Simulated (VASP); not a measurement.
Runs of VASP 6.6.1 on Sb. The structure is that of space group P6_3/mmc (No. 194), or close to it. The cells are those of the table. 

```csv
cell,k mesh,gap on the mesh (eV),pressure (GPa)
"a = 3.391, b = 3.391, c = 11.704 Å, angles 90.0, 90.0, 120.0°, 4 atoms",12 × 12 × 3,none,2.2
"a = 3.570, b = 3.570, c = 12.321 Å, angles 90.0, 90.0, 120.0°, 4 atoms",12 × 12 × 3,none,-3.8
"a = 3.294, b = 3.294, c = 11.369 Å, angles 90.0, 90.0, 120.0°, 4 atoms",12 × 12 × 3,none,8.0
"a = 3.343, b = 3.343, c = 11.539 Å, angles 90.0, 90.0, 120.0°, 4 atoms",12 × 12 × 3,none,(b)
"a = 3.527, b = 3.527, c = 12.173 Å, angles 90.0, 90.0, 120.0°, 4 atoms",12 × 12 × 3,none,-2.8
"a = 3.483, b = 3.483, c = 12.021 Å, angles 90.0, 90.0, 120.0°, 4 atoms",12 × 12 × 3,none,(a)
"a = 3.437, b = 3.437, c = 11.864 Å, angles 90.0, 90.0, 120.0°, 4 atoms",12 × 12 × 3,none,0.1
"a = 3.437, b = 3.437, c = 11.864 Å, angles 90.0, 90.0, 120.0°, 4 atoms",14 × 14 × 4,none,0.1
```

Alike in all rows: task single point; level BLYP; potentials or basis VASP PAW PBE potentials, release 64 (Sb); no spin polarisation; cutoff (eV) 520; smearing fermi-dirac 0.1 eV.

Task: Estimate the missing entries.

Result: (a) -1.5; (b) 4.7.

Caveats: the PAW data sets were made with another functional, which shifts forces and pressure a little; spin-orbit coupling is left out, which moves the levels of the heavy elements.

A k mesh can miss the band edges, and the runs leave out spin-orbit coupling on Sb.

A gap of «none» marks levels without a gap at the run's occupations.
